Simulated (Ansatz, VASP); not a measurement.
**Cu: VASP beside Ansatz**

Contents of INCAR:

```
SYSTEM = Cu
  PREC = Accurate
  ENCUT = 520
  EDIFF = 1E-6
  ISMEAR = -1
  SIGMA = 0.05
  LREAL = .False.
  LASPH = .True.
  NELM = 60
  ALGO = Normal
  ISIF = 2
  LWAVE = .False.
  LCHARG = .True.
  LELF = .True.
  LVHAR = .True.
  NBANDS = 36
```

The input KPOINTS:

```
Automatic mesh
0
Gamma
  19 19 1
  0 0 0
```

Contents of POSCAR:

```
Cu
1.0
    2.4873735450      0.0000000000      0.0000000000
   -1.2436867725      2.1541286787      0.0000000000
    0.0000000000      0.0000000000     24.1237000000
Cu
5
Direct
    0.8333333333      0.1666666667      0.3326081044
    0.1666666667      0.8333333333      0.4158717717
    0.5000000000      0.5000000000      0.4999999547
    0.8333333333      0.1666666667      0.5841282051
    0.1666666667      0.8333333333      0.6673919640
```

Input for Ansatz:

```yaml
crystal:
  lattice:
    - [2.487373545, 0.0, 0.0]
    - [-1.2436867725, 2.1541286787, 0.0]
    - [0.0, 0.0, 24.1237]
  atoms:
    - { symbol: Cu, position: [0.8333333333, 0.1666666667, 0.3326081044] }
    - { symbol: Cu, position: [0.1666666667, 0.8333333333, 0.4158717717] }
    - { symbol: Cu, position: [0.5, 0.5, 0.4999999547] }
    - { symbol: Cu, position: [0.8333333333, 0.1666666667, 0.5841282051] }
    - { symbol: Cu, position: [0.1666666667, 0.8333333333, 0.667391964] }
kpoints:
  mp_grid: { grid: [19, 19, 1] }
scf:
  occupations: { method: fermi_dirac, width: 0.05 }
hamiltonian:
  xc: lda
  pseudopotentials: { kind: paw }
output:
  forces: true
  stress: true
  eigenvalues: true
  core_levels:
    shells: { Cu: ["2p"] }
    counted_from: fermi_level
    add_spin: false
```

Alike in both runs: task single point; functional LDA; k mesh 19 × 19 × 1; occupations fermi-dirac, width 0.05 eV; no spin polarisation.

|  | VASP | Ansatz |
| --- | --- | --- |
| version | VASP 6.6.1 | Ansatz 0.2.0 |
| potentials or method | VASP PAW LDA potentials, release 64 (Cu) | PAW with Ansatz's default frozen-core files, scalar-relativistic |
| plane-wave cutoff (eV) | 520 | 420 |
| valence electrons in the cell | 55 | 95 |

VASP gave:

| Item | Value |
| --- | --- |
| rms of the force components (eV/Å) | 0.011 |

Problem. Estimate Ansatz's values.

Solution. rms of the force components (eV/Å): 0.001.

LDA's correlation is that of Perdew and Zunger in VASP and of Perdew and Wang (1992) in Ansatz. Atom by atom the forces differ by 0.011 eV/Å (rms over components). VASP's potentials hold 55 valence electrons a cell and Ansatz's 95, so a difference there can come from the potentials and not from the codes. Ansatz's warnings: structure snapped to symmetry.
